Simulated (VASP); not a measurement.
A run of VASP 6.6.1:

Contents of INCAR:

```
ALGO     = Normal         # electronic algorithm
EDIFF    = 1E-7           # SCF threshold, eV
EDIFFG   = -0.005         # ionic threshold
ENCUT    = 600            # plane-wave cutoff, eV
GGA      = PE             # functional
IBRION   = 2              # ionic algorithm
ISIF     = 3              # what is computed and relaxed
ISMEAR   = -1             # smearing method
LASPH    = T              # aspherical terms in the spheres
LCHARG   = F              # write CHGCAR
LREAL    = F              # projectors in reciprocal space
LWAVE    = F              # write WAVECAR
NELM     = 100            # most SCF steps
NSW      = 60             # ionic steps
PREC     = Accurate       # precision mode
PSTRESS  = 190.0        
SIGMA    = 0.08           # smearing width, eV
```

Contents of KPOINTS:

```
k-points
0
Gamma
  13 13 13
```

File POSCAR:

```
GeMo
1.0
    0.0000000000      2.4902577852      2.4902577852
    2.4902577852      0.0000000000      2.4902577852
    2.4902577852      2.4902577852      0.0000000000
Mo Ge
1 1
Direct
    0.0000000000      0.0000000000      0.0000000000
    0.5000000000      0.5000000000      0.5000000000
```

Potentials or basis: VASP PAW PBE potentials, release 64 (Mo_sv, Ge_d).

Command:

```console
$ cat potpaw_PBE.64/Mo_sv/POTCAR potpaw_PBE.64/Ge_d/POTCAR > POTCAR
$ mpirun -np 1 vasp_std > vasp.out
```

Hardware: 1 thread of AMD EPYC 7R13 Processor (Zen 3), with other jobs on the host.

Problem. How long does it take, and how much memory?

Solution. It took 41 s on 1 thread of AMD EPYC 7R13 Processor (Zen 3) (shared host), peak memory 0.17 GiB. Counts: scf iterations 13, k points 84, ion steps 1.
